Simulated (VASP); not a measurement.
# ZnBi3: single point with PBE

ZnBi3:

```xyz
4
Lattice="-2.6252 2.6252 4.6115 2.6252 -2.6252 4.6115 2.6252 2.6252 -4.6115" Properties=species:S:1:pos:R:3 pbc="T T T"
Zn    0.0000    0.0000    0.0000
Bi    0.0000    2.6252    2.3057
Bi    2.6252    0.0000    2.3057
Bi    0.0000    0.0000    4.6115
```

This cell differs from its parent crystal: strained.

| Quantity | Value |
| --- | --- |
| Program | VASP 6.6.1 |
| Task | single point |
| Functional | PBE |
| Potentials or basis | VASP PAW PBE potentials, release 64 (Zn, Bi_d) |
| Cutoff | 520 eV |
| k mesh | 12 × 12 × 12 |
| Occupations | gaussian, width 0.1 eV |
| Spin | no spin polarisation |
| Dipole correction | no |
| Further INCAR settings | ALGO = Fast; EDIFF = 1e-06; NBANDS = 36 |

```yaml
Pressure: -3.6 GPa
```

Stress tensor (GPa, compression positive):
```
-3.76  0.00  0.00
 0.00 -3.76  0.00
 0.00  0.00 -3.21
```

Levels at points of the mesh, in eV from the Fermi level:
| k point | band 25 | band 26 | band 27 | band 28 | band 29 | band 30 | band 31 | band 32 | band 33 | band 34 |
| --- | --- | --- | --- | --- | --- | --- | --- | --- | --- | --- |
| (0.00, 0.00, 0.00) | -2.22 | -2.22 | -1.96 | -1.51 | -1.51 | -1.00 | 0.16 | 1.00 | 1.00 | 4.24 |
| (0.50, 0.00, 0.00) | -2.81 | -2.30 | -1.80 | -1.34 | -0.35 | 0.34 | 1.44 | 2.32 | 2.98 | 3.27 |
| (0.50, 0.50, 0.00) | -4.36 | -4.08 | -0.79 | -0.14 | -0.05 | 0.92 | 2.49 | 2.75 | 3.47 | 5.13 |
| (0.50, 0.50, 0.50) | -3.79 | -3.79 | 0.26 | 0.93 | 1.71 | 1.71 | 1.74 | 1.74 | 1.90 | 3.85 |

Wall time 24 min on 1 thread of Oxide Virtual Turin-like Processor, on a shared host, peak memory 0.73 GiB.

Caveat: the cell differs from its parent crystal (strained); spin-orbit coupling is left out, which moves the levels of the heavy elements.
